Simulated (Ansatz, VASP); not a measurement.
## One calculation of YOs, two programs

File INCAR:

```
  ALGO = Normal
  EDIFF = 1E-7
  ENCUT = 520
  GGA = PE
  ISIF = 2
  ISMEAR = 0
  LASPH = True
  LCHARG = False
  LREAL = False
  LWAVE = False
  NBANDS = 16
  NELM = 80
  PREC = Accurate
  SIGMA = 0.1
```

Contents of KPOINTS:

```
k-points
0
Gamma
  6 6 6
```

File POSCAR:

```
YOs
1.0
    1.6338298400      0.9432921000      5.1423530700
   -1.6338298400      0.9432921000      5.1423530700
    0.0000000000     -1.8865841900      5.1423530700
Y Os
1 1
Direct
    0.0000000000      0.0000000000      0.0000000000
    0.5000000000      0.5000000000      0.5000000000
```

Input for Ansatz:

```yaml
crystal:
  lattice:
    - [1.63382984, 0.9432921, 5.14235307]
    - [-1.63382984, 0.9432921, 5.14235307]
    - [0.0, -1.88658419, 5.14235307]
  atoms:
    - { symbol: "Y", position: [0.0, 0.0, 0.0] }
    - { symbol: Os, position: [0.5, 0.5, 0.5] }
basis:
  ecutwfc: 420
kpoints:
  mp_grid: { grid: [6, 6, 6] }
hamiltonian:
  xc: pbe
scf:
  occupations: { method: gaussian, width: 0.1 }
  lower_state_search: "off"
output:
  forces: true
  stress: true
  eigenvalues: true
```

Alike in both runs: task single point; functional PBE; k mesh 6 × 6 × 6; occupations gaussian, width 0.1 eV; no spin polarisation.

```csv
,VASP,Ansatz
version,VASP 6.6.1,Ansatz 0.2.0
potentials or method,"VASP PAW PBE potentials, release 64 (Y_sv, Os), cutoff 520 eV","scalar-relativistic, plane waves, PAW"
valence electrons in the cell,19,27
```

```tsv
	VASP	Ansatz	Ansatz less VASP
gap on the k mesh at the Fermi level (eV)	none	none	-
pressure (GPa)	-16.5	-16.3	+0.20
traceless stress, the component that is largest in VASP (GPa)	-12.13	-11.87	+0.262
```

A gap of «none» marks a metal or a gap that the smearing closes. With one functional, cell and mesh, what is left measures potentials, basis and numerics. VASP's potentials hold 19 valence electrons a cell and Ansatz's 27, so a difference there can come from the potentials and not from the codes.

The k mesh is coarse, so the values compare programs but aren't converged. Neither program's run includes spin-orbit coupling.
